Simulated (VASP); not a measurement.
A run of VASP 6.6.1:

File INCAR:

```
SYSTEM = Ni
PREC     = Accurate       ! precision mode
ENCUT    = 520            ! plane-wave cutoff, eV
EDIFF    = 1E-7           ! SCF threshold, eV
ISMEAR   = -1             ! smearing method
SIGMA    = 0.1            ! smearing width, eV
LREAL    = .FALSE.        ! projectors in reciprocal space
LASPH    = .TRUE.         ! aspherical terms in the spheres
NELM     = 150            ! most SCF steps
ALGO     = Normal         ! electronic algorithm
ISIF     = 2              ! what is computed and relaxed
LWAVE    = .FALSE.        ! write WAVECAR
LCHARG   = .TRUE.         ! write CHGCAR
ISPIN    = 2              ! spin polarisation
MAGMOM   = 1              ! initial moments
LORBIT   = 11             ! projections on sites
LMAXMIX  = 4              ! l up to which the mixer works
GGA      = CA             ! functional
LELF     = .TRUE.         ! ELF
LVHAR    = .TRUE.       
NBANDS   = 15             ! bands
```

The input KPOINTS:

```
Automatic mesh
0
G
  21 21 20
  0 0 0
```

The input POSCAR:

```
Ni
1.0
    2.0555641367      0.0000000000      0.0000000000
   -1.0277820683      1.7801707615      0.0000000000
    0.0000000000      0.0000000000      1.9667362822
Ni
1
Direct
    0.0000000000      0.0000000000      0.0000000000
```

Potentials or basis: VASP PAW LDA potentials, release 64 (Ni).

Command:

```console
$ cat potpaw_LDA.64/Ni/POTCAR > POTCAR
$ mpirun -np 1 vasp_std > vasp.out
```

Hardware: 1 thread of Intel(R) Xeon(R) Platinum 8488C (Sapphire Rapids), with other jobs on the host.

Q: Estimate the wall time of this run.

A: It took 84 s on 1 thread of Intel(R) Xeon(R) Platinum 8488C (Sapphire Rapids) (shared host), peak memory 0.19 GiB. Counts: scf iterations 14, k points 528.
